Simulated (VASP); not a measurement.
# AlN (P1) in VASP: a series of runs

AlN is run at these levels: PBEsol; tasks: single point.

Everything below comes from runs of VASP 6.6.1. Logs are shortened: lines on timing, memory, paths and dates and some standing lists are left out, and cuts for length are marked.

## 1. The cell of the first run

The typed cell holds 4 atoms: a = 3.069 Å, b = 3.118 Å, c = 4.957 Å, α = 89.80°, β = 91.07°, γ = 119.61°.

## 2. Single point, PBEsol (atoms moved at random and the cell strained at random)

Input file INCAR:

```
ALGO = Normal
EDIFF = 1E-6
ENCUT = 520
GGA = PS
ISIF = 2
ISMEAR = 0
LASPH = True
LCHARG = True
LELF = True
LREAL = False
LVHAR = True
LWAVE = False
NBANDS = 16
NELM = 80
PREC = Accurate
SIGMA = 0.02
```

Input file KPOINTS:

```
k-points
0
Gamma
  9 9 6
```

Input file POSCAR:

```
AlN
1.0
    3.0686614123     -0.0034221024     -0.0289012100
   -1.5372943337      2.7123795498      0.0055866643
   -0.0462456200     -0.0163776200      4.9572417400
Al N
2 2
Direct
    0.3636196842      0.6838257053     -0.0207211732
    0.6446784024      0.3311954129      0.5132784251
    0.3367503198      0.6859339324      0.3833105665
    0.6549515935      0.2990449495      0.8941341904
```

Potentials or basis: VASP PAW PBE potentials, release 64 (Al, N).

Started as:

```sh
$ cat potpaw_PBE.64/Al/POTCAR potpaw_PBE.64/N/POTCAR > POTCAR
$ mpirun -np 1 vasp_std > vasp.out
```

OUTCAR:

```text
EDIFF = 1E-6
   ENCUT = 520
   GGA = PS
   ISIF = 2
   ISMEAR = 0
   LASPH = True
   LREAL = False
   NELM = 80
   PREC = Accurate

 ion  position               nearest neighbor table
   1  0.364  0.684  0.979-   4 1.72   4 1.87   4 1.93   3 2.01   2 2.88   2 2.91   2 2.97   2 3.13
                             2 3.17   2 3.30
   2  0.645  0.331  0.513-   3 1.86   3 1.88   4 1.89   3 1.97   1 2.88   1 2.91   1 2.97   1 3.13
                             1 3.17   1 3.30
   3  0.337  0.686  0.383-   2 1.86   2 1.88   2 1.97   1 2.01
   4  0.655  0.299  0.894-   1 1.72   1 1.87   2 1.89   1 1.93

  LATTYP: Found a triclinic cell.
 ALAT       =     3.0687994157
 B/A-ratio  =     1.0159480665
 C/A-ratio  =     1.6154475503
 COS(alpha) =     0.0035173861
 COS(beta)  =     0.0187416380
 COS(gamma) =     0.4940444210

  Lattice vectors:

 A1 = (   3.0686614123,  -0.0034221024,  -0.0289012100)
 A2 = (   1.5372943337,  -2.7123795498,  -0.0055866643)
 A3 = (   0.0462456200,   0.0163776200,  -4.9572417400)

Analysis of symmetry for initial positions (statically):
=====================================================================
 Subroutine PRICEL returns:
 Original cell was already a primitive cell.

 Routine SETGRP: Setting up the symmetry group for a
 triclinic supercell.

 Subroutine GETGRP returns: Found  1 space group operations
 (whereof  1 operations were pure point group operations)
 out of a pool of  2 trial point group operations.

The static configuration has the point symmetry C_1 .

Analysis of symmetry for dynamics (positions and initial velocities):
=====================================================================
 Subroutine PRICEL returns:
 Original cell was already a primitive cell.

 Routine SETGRP: Setting up the symmetry group for a
 triclinic supercell.

 Subroutine GETGRP returns: Found  1 space group operations
 (whereof  1 operations were pure point group operations)
 out of a pool of  2 trial point group operations.

The dynamic configuration has the point symmetry C_1 .

 Subroutine INISYM returns: Found  1 space group operations
[... 94 lines left out ...]
   ICHARG =      2    charge: 1-file 2-atom 10-const
   ISPIN  =      1    spin polarized calculation?
   LNONCOLLINEAR =      F non collinear calculations
   LSORBIT =      F    spin-orbit coupling
   LASPH  =      T    aspherical Exc in radial PAW
   ENCUT  =  520.0 eV  38.22 Ry    6.18 a.u.   5.71  5.80  9.22*2*pi/ulx,y,z
   NELM   =     80;   NELMIN=  2; NELMDL= -5     # of ELM steps
   EDIFF  = 0.1E-05   stopping-criterion for ELM
   LREAL  =      F    real-space projection
   EDIFFG = 0.1E-04   stopping-criterion for IOM
   NSW    =      0    number of steps for IOM
   IBRION =     -1    ionic relax: 0-MD 1-quasi-New 2-CG
   NFREE  =      0    steps in history (QN), initial steepest desc. (CG)
   ISIF   =      2    stress and relaxation
   ISYM   =      2    0-nonsym 1-usesym 2-fastsym
   POTIM  = 0.5000    time-step for ionic-motion
   TEBEG  =    0.0;   TEEND  =   0.0 temperature during run
   PSTRESS=    0.0 pullay stress
   NELECT =      16.0000    total number of electrons
   NUPDOWN=      -1.0000    fix difference up-down
   EMIN   =  10.00;   EMAX   =-10.00  energy-range for DOS
   EFERMI =   0.00;   METHOD = LEGACY
   ISMEAR =     0;   SIGMA  =   0.02  broadening in eV -4-tet -1-fermi 0-gaus
   EFERMI_NEDOS =   21; number of points for ismear=-14 and -15
   IALGO  =     38    algorithm
   IMIX   =      4    mixing-type and parameters
     AMIX     =   0.40;   BMIX     =  1.00
     AMIX_MAG =   1.60;   BMIX_MAG =  1.00
  volume/ion in A,a.u.               =      10.31        69.56
  Fermi-wavevector in a.u.,A,eV,Ry     =   1.194100  2.256522 19.400214  1.425875
  Thomas-Fermi vector in A             =   2.330099
   LORBIT       =      0    0 simple, 1 ext, 2 COOP (PROOUT), +10 PAW based schemes
   GGA     = PS    functional components
   LHFCALC =     F    Hartree Fock is set to
   AEXX    =    0.0000 exact exchange contribution
   IVDW    =     0    specifies the selected vdW correction
   LEPSILON=     F    determine dielectric tensor
   LRPA    =     F    only Hartree local field effects (RPA)
 non-spin polarized calculation
 Gauss-broadening in eV      SIGMA  =   0.02
  energy-cutoff  :      520.00
  volume of cell :       41.23
 maximum number of plane-waves:      1123
   NGX = 11   NGY = 11   NGZ = 19

 number of electron      15.9999999 magnetization

 Free energy of the ion-electron system (eV)
  ---------------------------------------------------
  ext. energy  EPLUGINS =         0.00000000
  ---------------------------------------------------
  free energy    TOTEN  =       -30.82284282 eV

  energy without entropy =      -30.82284282  energy(sigma->0) =      -30.82284282

 E-fermi :   6.6080     XC(G=0): -11.1655

 val. band max:        6.4964682004   @ k =   0.0000   0.0000   0.0000
 cond. band min:      10.2205929443   @ k =   0.0000   0.0000   0.0000
 fundamental gap:      3.7241247439
 Fermi energy:         6.6080134033

 k-point     1 :       0.0000    0.0000    0.0000
  band No.  band energies     occupation
      1      -9.2086      2.00000
      2      -6.7243      2.00000
      3       0.0941      2.00000
      4       4.4727      2.00000
      5       5.2071      2.00000
      6       6.0882      2.00000
[... 433 lines left out ...]
      3       1.2742      2.00000
      4       1.6908      2.00000
      5       2.7930      2.00000
      6       4.3480      2.00000
[... 8 lines left out ...]
     15      18.1314      0.00000
     16      20.7343      0.00000

 [... further k-points ...]

------------------------ aborting loop because EDIFF is reached ----------------------------------------

  FORCE on cell =-STRESS in cart. coord.  units (eV):
  Direction    XX          YY          ZZ          XY          YZ          ZX
  --------------------------------------------------------------------------------------
  -------------------------------------------------------------------------------------
  Total        0.3311079      4.1803701     -0.3326601     -0.7780632     -0.4196509      0.5174803
  in kB       12.8664295    162.4438397    -12.9267453    -30.2345409    -16.3070958     20.1086219
  external PRESSURE =      54.1278413 kB  Pullay stress =       0.0000000 kB

 VOLUME and BASIS-vectors are now :
 -----------------------------------------------------------------------------
  energy-cutoff  :      520.00
  volume of cell :       41.23
      direct lattice vectors                 reciprocal lattice vectors
     3.068661412 -0.003422102 -0.028901210     0.326115504  0.184824837  0.003652919
    -1.537294334  2.712379550  0.005586664     0.000422924  0.368917148  0.001222765
    -0.046245620 -0.016377620  4.957241740     0.001900809  0.000661788  0.201745002

 POSITION                                       TOTAL-FORCE (eV/Angst)
 -----------------------------------------------------------------------------------
      0.01930      1.83751      4.84783        -0.647050     -2.884700      2.836316
      1.44542      0.88772      2.52766         0.723124      0.465034     -1.742296
     -0.03884      1.85308      1.89426        -0.377223     -0.706347      0.330138
      1.50875      0.79424      4.41518         0.301149      3.126014     -1.424159
 -----------------------------------------------------------------------------------
    total drift:                                0.000192      0.000242      0.000119

  FREE ENERGIE OF THE ION-ELECTRON SYSTEM (eV)
  ---------------------------------------------------
  free  energy   TOTEN  =       -30.8228428243 eV

  energy  without entropy=      -30.8228428243  energy(sigma->0) =      -30.82284282
```

stdout:

```text
POSCAR found type information on POSCAR AlN
 POSCAR found :  2 types and       4 ions
 scaLAPACK will be used
 -----------------------------------------------------------------------------
|                                                                             |
|                                                                             |
|     You enforced a specific xc type in the INCAR file but a different       |
|     I HOPE YOU KNOW WHAT YOU ARE DOING!                                     |
|                                                                             |
 -----------------------------------------------------------------------------

 LDA part: xc-table for (Slater+PW92), standard interpolation
 POSCAR, INCAR and KPOINTS ok, starting setup
 FFT: planning ... GRIDC
 FFT: planning ... GRID_SOFT
 FFT: planning ... GRID
 WAVECAR not read
 entering main loop
```

Run time: 2.4 min. Hardware: 1 thread of Intel Xeon 8259CL, shared host; peak memory 0.26 GiB.

What came out:

| Property | Result |
| --- | --- |
| Free energy | -30.8228 eV |
| Pressure | 5.4 GPa |
| Largest force | 4.097 eV/Å |
| Band gap on the k mesh | 3.72 eV |

Forces in eV/Å, atoms in the order of the input:
```
Al  -0.647 -2.885  2.836
Al   0.723  0.465 -1.742
N   -0.377 -0.706  0.330
N    0.301  3.126 -1.424
```

Stress tensor (GPa, compression positive):
```
 1.29 -3.02  2.01
-3.02 16.24 -1.63
 2.01 -1.63 -1.29
```

Levels at points of the mesh, in eV from the valence-band top:
```
           k point  band 4  band 5  band 6  band 7  band 8  band 9  band 10  band 11  band 12  band 13
(0.00, 0.00, 0.00)   -2.02   -1.29   -0.41   -0.13    0.00    3.72     6.43    10.26    10.43    10.98
(0.00, 0.00, 0.50)   -3.36   -1.92   -1.24   -0.52   -0.08    5.75     6.55     9.55    10.37    10.67
```

Caveat: the cell differs from its parent crystal (atoms moved at random and the cell strained at random); the cell stands under pressure; the PAW data sets were made with another functional, which shifts forces and pressure a little.

## 3. Single point, PBEsol (one atom moved)

Input file INCAR:

```
PREC = Accurate
ENCUT = 520
EDIFF = 1E-6
ISMEAR = 0
SIGMA = 0.02
LREAL = F
LASPH = T
NELM = 80
ALGO = Normal
ISIF = 2
LWAVE = F
LCHARG = F
GGA = PS
NBANDS = 16
```

Input file KPOINTS:

```
regular mesh
0
Gamma
  9 9 6
```

Input file POSCAR:

```
AlN
1.0
    3.1110021516      0.0000000000      0.0000000000
   -1.5555010758      2.6942068945      0.0000000000
    0.0000000000      0.0000000000      4.9780000000
Al N
2 2
Direct
    0.3333333333      0.6666666667      0.0000000000
    0.7098805507      0.3761288589      0.4863760546
    0.3333333333      0.6666666667      0.3850000000
    0.6666666667      0.3333333333      0.8850000000
```

Potentials or basis: VASP PAW PBE potentials, release 64 (Al, N).

Started as:

```sh
$ cat potpaw_PBE.64/Al/POTCAR potpaw_PBE.64/N/POTCAR > POTCAR
$ mpirun -np 1 vasp_std > vasp.out
```

OUTCAR:

```text
PREC = Accurate
   ENCUT = 520
   EDIFF = 1E-6
   ISMEAR = 0
   LREAL = F
   LASPH = T
   NELM = 80
   ISIF = 2
   GGA = PS

 ion  position               nearest neighbor table
   1  0.333  0.667  0.000-   4 1.89   4 1.89   4 1.89   3 1.92   2 2.95   2 3.02   2 3.06   2 3.09
                             2 3.13   2 3.19
   2  0.710  0.376  0.486-   3 1.76   3 1.87   3 1.98   4 1.99   1 2.95   1 3.02   1 3.06   1 3.09
                             1 3.13   1 3.19
   3  0.333  0.667  0.385-   2 1.76   2 1.87   1 1.92   2 1.98
   4  0.667  0.333  0.885-   1 1.89   1 1.89   1 1.89   2 1.99

  LATTYP: Found a hexagonal cell.
 ALAT       =     3.1110021516
 C/A-ratio  =     1.6001274694

  Lattice vectors:

 A1 = (   3.1110021516,   0.0000000000,   0.0000000000)
 A2 = (  -1.5555010758,   2.6942068945,   0.0000000000)
 A3 = (   0.0000000000,   0.0000000000,   4.9780000000)

Analysis of symmetry for initial positions (statically):
=====================================================================
 Subroutine PRICEL returns:
 Original cell was already a primitive cell.

[... 176 lines left out ...]
 cond. band min:      10.1683826130   @ k =   0.0000   0.0000   0.0000
 fundamental gap:      3.9243911781
 Fermi energy:         6.3677470945

 k-point     1 :       0.0000    0.0000    0.0000
  band No.  band energies     occupation
      1      -9.1356      2.00000
      2      -6.9097      2.00000
      3       0.0616      2.00000
      4       4.8051      2.00000
      5       5.2533      2.00000
      6       5.8028      2.00000
[... 433 lines left out ...]
      3       1.1037      2.00000
      4       2.1841      2.00000
      5       2.3424      2.00000
      6       3.4915      2.00000
[... 8 lines left out ...]
     15      18.3373      0.00000
     16      20.8343      0.00000

 [... further k-points ...]

------------------------ aborting loop because EDIFF is reached ----------------------------------------

  FORCE on cell =-STRESS in cart. coord.  units (eV):
  Direction    XX          YY          ZZ          XY          YZ          ZX
  --------------------------------------------------------------------------------------
  -------------------------------------------------------------------------------------
  Total        2.5515803     -0.0742183     -0.7479623      0.9822133     -0.5358459     -0.6249083
  in kB       97.9791505     -2.8499387    -28.7213050     37.7164004    -20.5761620    -23.9961021
  external PRESSURE =      22.1359689 kB  Pullay stress =       0.0000000 kB

 VOLUME and BASIS-vectors are now :
 -----------------------------------------------------------------------------
  energy-cutoff  :      520.00
  volume of cell :       41.72
      direct lattice vectors                 reciprocal lattice vectors
     3.111002152  0.000000000  0.000000000     0.321439829  0.185583372  0.000000000
    -1.555501076  2.694206895  0.000000000     0.000000000  0.371166744  0.000000000
     0.000000000  0.000000000  4.978000000     0.000000000  0.000000000  0.200883889

 POSITION                                       TOTAL-FORCE (eV/Angst)
 -----------------------------------------------------------------------------------
     -0.00000      1.79614      0.00000         0.056503      0.068507     -0.355540
      1.62337      1.01337      2.42118        -1.774064     -1.910759      1.620755
     -0.00000      1.79614      1.91653         1.611191      1.661005     -0.814301
      1.55550      0.89807      4.40553         0.106370      0.181247     -0.450914
 -----------------------------------------------------------------------------------
    total drift:                               -0.000059     -0.000062      0.000359

  FREE ENERGIE OF THE ION-ELECTRON SYSTEM (eV)
  ---------------------------------------------------
  free  energy   TOTEN  =       -31.0883123284 eV

  energy  without entropy=      -31.0883123284  energy(sigma->0) =      -31.08831233
```

Run time: 2.3 min. Hardware: 1 thread of Intel Xeon 8259CL, shared host; peak memory 0.26 GiB.

Results:

```
Free energy            : -31.0883 eV
Pressure               : 2.2 GPa
Largest force          : 3.070 eV/Å
Band gap on the k mesh : 3.92 eV
```

Forces on the atoms (eV/Å):
```
Al   0.057  0.069 -0.356
Al  -1.774 -1.911  1.621
N    1.611  1.661 -0.814
N    0.106  0.181 -0.451
```

Levels at points of the mesh, in eV from the valence-band top:
```tsv
k point	band 4	band 5	band 6	band 7	band 8	band 9	band 10	band 11	band 12	band 13
(0.00, 0.00, 0.00)	-1.44	-0.99	-0.44	-0.32	0.00	3.92	6.42	10.42	10.72	10.97
(0.00, 0.00, 0.50)	-3.34	-1.32	-0.76	-0.56	-0.55	6.11	6.40	9.86	10.17	10.87
```

Caveat: the cell differs from its parent crystal (one atom moved); the PAW data sets were made with another functional, which shifts forces and pressure a little.
